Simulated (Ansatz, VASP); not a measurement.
# Rh in VASP and in Ansatz

POSCAR

```
Rh
1.0
    0.0000000000      1.8978500000      1.8978500000
    1.8978500000      0.0000000000      1.8978500000
    1.8978500000      1.8978500000      0.0000000000
Rh
1
Direct
    0.0000000000      0.0000000000      0.0000000000
```

INCAR.step1

```
SYSTEM = Rh
  ALGO = Normal
  EDIFF = 1E-5
  ENCUT = 520
  GGA = PE
  ISIF = 2
  ISMEAR = -1
  LASPH = .TRUE.
  LREAL = .FALSE.
  LWAVE = .TRUE.
  NBANDS = 14
  NELM = 80
  PREC = Accurate
  SIGMA = 0.05
```

INCAR.step2

```
SYSTEM = Rh
  ALGO = Normal
  EDIFF = 1E-7
  ENCUT = 520
  GGA = PE
  HFSCREEN = 0.2079
  ISIF = 2
  ISMEAR = -1
  ISTART = 1
  LASPH = .TRUE.
  LCHARG = .TRUE.
  LELF = .TRUE.
  LHFCALC = .TRUE.
  LREAL = .FALSE.
  LVHAR = .TRUE.
  LWAVE = .FALSE.
  NBANDS = 14
  NELM = 80
  PREC = Accurate
  PRECFOCK = Normal
  SIGMA = 0.05
```

KPOINTS

```
k-points
0
G
  7 7 7
  0 0 0
```

The input input.yaml:

```yaml
crystal:
  lattice:
    - [0.0, 1.89785, 1.89785]
    - [1.89785, 0.0, 1.89785]
    - [1.89785, 1.89785, 0.0]
  atoms:
    - { symbol: Rh, position: [0.0, 0.0, 0.0] }
hamiltonian:
  xc: hse06
  pseudopotentials: { kind: paw }
kpoints:
  mp_grid: { grid: [7, 7, 7] }
scf:
  occupations: { method: fermi_dirac, width: 0.05 }
  n_extra_bands: 6
output:
  forces: true
  stress: true
  eigenvalues: true
  dos: { projected: true, de: 0.05 }
```

Alike in both runs: functional HSE06; k mesh 7 × 7 × 7; occupations fermi-dirac, width 0.05 eV; no spin polarisation.

|  | VASP | Ansatz |
| --- | --- | --- |
| version | VASP 6.6.1 | Ansatz 0.2.0 |
| potentials or method | VASP PAW PBE potentials, release 64 (Rh_pv) | Ansatz PAW |
| plane-wave cutoff (eV) | 520 | 420 |
| valence electrons in the cell | 15 | 17 |
| task | single point | projected density of states |

```csv
,VASP,Ansatz,Ansatz less VASP
gap on the k mesh at the Fermi level (eV),none,none,-
pressure (GPa),-4.4,-5.1,-0.75
```

A gap of «none» marks a metal or a gap that the smearing closes. VASP's potentials hold 15 valence electrons a cell and Ansatz's 17, so a difference there can come from the potentials and not from the codes.

The k mesh is coarse, so the values compare programs but aren't converged.
